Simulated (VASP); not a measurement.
Set up this calculation in VASP 6.6.1, as the native input.

- Task: single point
- Functional: PBEsol
- Potentials or basis: VASP PAW PBE potentials, release 64 (Au)
- Cutoff: 500 eV
- k mesh: 6 × 6 × 4
- Occupations: gaussian, width 0.1 eV
- Spin: no spin polarisation
- Dipole correction: no
- Further INCAR settings: ALGO = Normal; EDIFF = 1e-06; NBANDS = 18

The structure of Au lies in POSCAR:

```
Au
1.0
    1.3310970725     -2.4106645964      0.0000000000
    1.3310970725      2.4106645964      0.0000000000
    0.0000000000      0.0000000000      4.6150625339
Au
2
Direct
    0.6653279700      0.3346720300      0.2500000000
    0.3346720300      0.6653279700      0.7500000000
```

One way to write it, as run:

INCAR

```
SYSTEM = Au
ALGO = Normal
EDIFF = 1E-6
ENCUT = 500
GGA = PS
GGA_COMPAT = .False.
ISIF = 2
ISMEAR = 0
LASPH = .True.
LCHARG = .False.
LREAL = .False.
LWAVE = .False.
NBANDS = 18
NELM = 120
PREC = Accurate
SIGMA = 0.1
```

KPOINTS

```
k-points
0
Gamma
  6 6 4
  0 0 0
```

Potentials or basis: VASP PAW PBE potentials, release 64 (Au).

Command:

```bash
$ cat potpaw_PBE.64/Au/POTCAR > POTCAR
$ mpirun -np 1 vasp_std > vasp.out
```

It gave:

The pressure is 36.4 GPa, the largest force is 0.110 eV/Å and the band gap on the k mesh is zero (band 11 reaches 16.62 eV, above the bottom of band 12 at 8.97 eV).

Caveat: the k points lie up to 0.45 Å⁻¹ apart; the PAW data sets were made with another functional, which shifts forces and pressure a little; spin-orbit coupling is left out, which moves the levels of the heavy elements.

Run time: 8 s on 1 thread of Intel(R) Xeon(R) 6975P-C (Granite Rapids) (shared host), peak memory 0.14 GiB.
